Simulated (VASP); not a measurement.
Write the native input for VASP 6.6.1 that does the following.

* Task: relaxation of cell and atoms
* Functional: PBE
* Potentials or basis: VASP PAW PBE potentials, release 64 (B)
* Cutoff: 600 eV
* k mesh: 24 × 24 × 28
* Occupations: gaussian, width 0.1 eV
* Spin: no spin polarisation
* Dipole correction: no
* Further INCAR settings: ALGO = Normal; EDIFF = 1e-06; IBRION = 2; EDIFFG = -0.01; NSW = 100; ISIF = 3

The structure of B lies in POSCAR:

```
B
1.0
    3.0246345460      0.0000000000      0.0000000000
   -1.5123172730      2.6194103540      0.0000000000
    0.0000000000      0.0000000000      1.8973343804
B
2
Direct
    0.3333333333      0.6666666667      0.0000000000
    0.6666666667      0.3333333333      0.0000000000
```

The cell was generated, and may not be a known phase.

These files were run (other wordings do the same):

INCAR

```
SYSTEM = B
PREC     = Accurate       ! precision mode
ENCUT    = 600            ! plane-wave cutoff, eV
EDIFF    = 1E-6           ! SCF threshold, eV
ISMEAR   = 0              ! smearing method
SIGMA    = 0.1            ! smearing width, eV
LREAL    = .FALSE.        ! projectors in reciprocal space
LASPH    = .TRUE.         ! aspherical terms in the spheres
NELM     = 60             ! most SCF steps
ALGO     = Normal         ! electronic algorithm
ISIF     = 3              ! what is computed and relaxed
LWAVE    = .FALSE.        ! write WAVECAR
LCHARG   = .FALSE.        ! write CHGCAR
GGA      = PE             ! functional
IBRION   = 2              ! ionic algorithm
NSW      = 100            ! ionic steps
EDIFFG   = -0.01          ! ionic threshold
```

KPOINTS

```
regular mesh
0
G
  24 24 28
  0 0 0
```

Potentials or basis: VASP PAW PBE potentials, release 64 (B).

Command:

```sh
$ cat potpaw_PBE.64/B/POTCAR > POTCAR
$ mpirun -np 1 vasp_std > vasp.out
```

It gave:

```yaml
Relaxed_volume: 7.60 Å³/atom
Relaxed_cell: a = 3.012 Å, b = 3.012 Å, c = 1.934 Å, α = 90.00°, β = 90.00°, γ = 120.00°
Space_group_after_relaxing_to_0.1_Å: P6/mmm (No. 191)
Energy_gained_by_relaxing: 3.6 meV/atom
Ionic_steps: 5
Pressure_after_relaxing: 0.0 GPa
Band_gap_on_the_k_mesh: zero (bands 3 and 4 overlap by 5.04 eV)
```

Wall time 2.3 min on 1 thread of Intel(R) Xeon(R) Platinum 8375C CPU @ 2.90GHz (Ice Lake), with other jobs on the host, peak memory 0.21 GiB.
